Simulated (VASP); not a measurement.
Wanted: the native input for a VASP 6.6.1 run.

```yaml
Task: single point
Functional: PBEsol
Potentials_or_basis: VASP PAW PBE potentials, release 64 (Zr_sv, S)
Cutoff: 520 eV
k_mesh: 18 × 18 × 18
Occupations: gaussian, width 0.15 eV
Spin: no spin polarisation
Dipole_correction: no
Further_INCAR_settings: ALGO = Normal; EDIFF = 1e-06; NBANDS = 16
```

The structure of ZrS lies in POSCAR:

```
ZrS
1.0
    0.0000000000      2.3387268659      3.3069597883
    2.3387268659      0.0000000000      3.3069597883
    2.3387268659      2.3387268659      0.0000000000
Zr S
1 1
Direct
    0.0000000000      0.0000000000      0.0000000000
    0.5000000000      0.5000000000      0.5000000000
```

This cell differs from its parent crystal: ratio of the length along z to the lengths across it x 1.414, volume and fractional coordinates fixed.

These files were run (other wordings do the same):

INCAR

```
PREC     = Accurate       # precision mode
ENCUT    = 520            # plane-wave cutoff, eV
EDIFF    = 1E-6           # SCF threshold, eV
ISMEAR   = 0              # smearing method
SIGMA    = 0.15           # smearing width, eV
LREAL    = False          # projectors in reciprocal space
LASPH    = True           # aspherical terms in the spheres
NELM     = 60             # most SCF steps
ALGO     = Normal         # electronic algorithm
ISIF     = 2              # what is computed and relaxed
LWAVE    = False          # write WAVECAR
LCHARG   = False          # write CHGCAR
GGA      = PS             # functional
NBANDS   = 16             # bands
```

KPOINTS

```
Automatic mesh
0
Gamma
  18 18 18
```

Potentials or basis: VASP PAW PBE potentials, release 64 (Zr_sv, S).

Run with:

```console
$ cat potpaw_PBE.64/Zr_sv/POTCAR potpaw_PBE.64/S/POTCAR > POTCAR
$ mpirun -np 1 vasp_std > vasp.out
```

It gave:

| Item | Value |
| --- | --- |
| Pressure | 26.7 GPa |
| Band gap on the k mesh | zero (bands 9 and 10 overlap by 4.16 eV) |

Caveat: the cell stands under pressure; the PAW data sets were made with another functional, which shifts forces and pressure a little.

Wall time 4.7 min on 1 thread of Intel(R) Xeon(R) Platinum 8259CL CPU @ 2.50GHz (Skylake/Cascade Lake), on a shared host, peak memory 0.38 GiB.
